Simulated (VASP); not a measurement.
Write the native input for VASP 6.6.1 that does the following.

| Item | Value |
| --- | --- |
| Task | single point |
| Functional | r2SCAN |
| Potentials or basis | VASP PAW PBE potentials, release 64 (Zn) |
| Cutoff | 520 eV |
| k mesh | 20 × 20 × 20 |
| Occupations | gaussian, width 0.15 eV |
| Spin | no spin polarisation |
| Dipole correction | no |
| Further INCAR settings | ALGO = Normal; EDIFF = 1e-06; NBANDS = 12 |

Zn:

```
CELL_PARAMETERS angstrom
-0.07368 1.96478 1.96478
1.89110 0.00000 1.89110
1.96478 1.96478 -0.07368
ATOMIC_POSITIONS crystal
Zn 0.00000 0.00000 0.00000
```

This cell differs from its parent crystal: strain -0.0750 x Voigt [0, 0, 0, 0, 1, 0].

The input as run:

POSCAR

```
Zn
1.0
   -0.0736791000      1.9647760000      1.9647760000
    1.8910969000      0.0000000000      1.8910969000
    1.9647760000      1.9647760000     -0.0736791000
Zn
1
Direct
    0.0000000000      0.0000000000      0.0000000000
```

INCAR.step1

```
ALGO = Normal
EDIFF = 1E-4
ENCUT = 520
GGA = PE
ISMEAR = 0
LASPH = T
LCHARG = F
LREAL = F
LWAVE = T
NBANDS = 12
NELM = 100
PREC = Accurate
SIGMA = 0.15
```

INCAR.step2

```
ALGO = Normal
EDIFF = 1E-6
ENCUT = 520
ISIF = 2
ISMEAR = 0
ISTART = 1
LASPH = T
LCHARG = F
LMIXTAU = T
LREAL = F
LWAVE = F
METAGGA = R2SCAN
NBANDS = 12
NELM = 100
PREC = Accurate
SIGMA = 0.15
```

KPOINTS

```
k-points
0
Gamma
  20 20 20
```

Potentials or basis: VASP PAW PBE potentials, release 64 (Zn).

Launch:

```bash
$ cat potpaw_PBE.64/Zn/POTCAR > POTCAR
$ cp INCAR.step1 INCAR
$ mpirun -np 1 vasp_std > vasp.out
$ cp INCAR.step2 INCAR
$ mpirun -np 1 vasp_std > vasp.out
```

It gave:

```yaml
Pressure: -3.6 GPa
Band_gap_on_the_k_mesh: zero (band 6 reaches 4.96 eV, above the bottom of band 7 at 1.08 eV)
```

Caveat: the cell differs from its parent crystal (strain -0.0750 x Voigt [0, 0, 0, 0, 1, 0]); the PAW data sets were made with another functional, which shifts forces and pressure a little.

Run time: 7.1 min on 1 thread of Intel(R) Xeon(R) Platinum 8259CL CPU @ 2.50GHz (Skylake/Cascade Lake) (shared host), peak memory 0.31 GiB.
